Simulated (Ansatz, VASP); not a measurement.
**One calculation of HfC, two programs**

```
CELL_PARAMETERS angstrom
0.00000 2.31714 2.31714
2.31714 0.00000 2.31714
2.31714 2.31714 0.00000
ATOMIC_POSITIONS crystal
Hf 0.00000 0.00000 0.00000
C 0.50000 0.50000 0.50000
```

Alike in both runs: functional PBE; k mesh 13 × 13 × 13; occupations fermi-dirac, width 0.05 eV; no spin polarisation.

Ansatz relaxed the structure, and its values are those at the end. VASP's run is a single point on that final structure, the one shown.

```csv
,VASP,Ansatz
version,VASP 6.6.1,Ansatz 0.2.0
potentials or method,"VASP PAW PBE potentials, release 64 (Hf_pv, C)","PAW with Ansatz's default frozen-core files, scalar-relativistic"
plane-wave cutoff (eV),520,420
valence electrons in the cell,14,30
```

```csv
,VASP,Ansatz,Ansatz less VASP
pressure (GPa),2.0,2.6,+0.63
```

VASP's potentials hold 14 valence electrons a cell and Ansatz's 30, so a difference there can come from the potentials and not from the codes. Ansatz's warnings: stress scf threshold loose.

Spin-orbit coupling is off throughout.
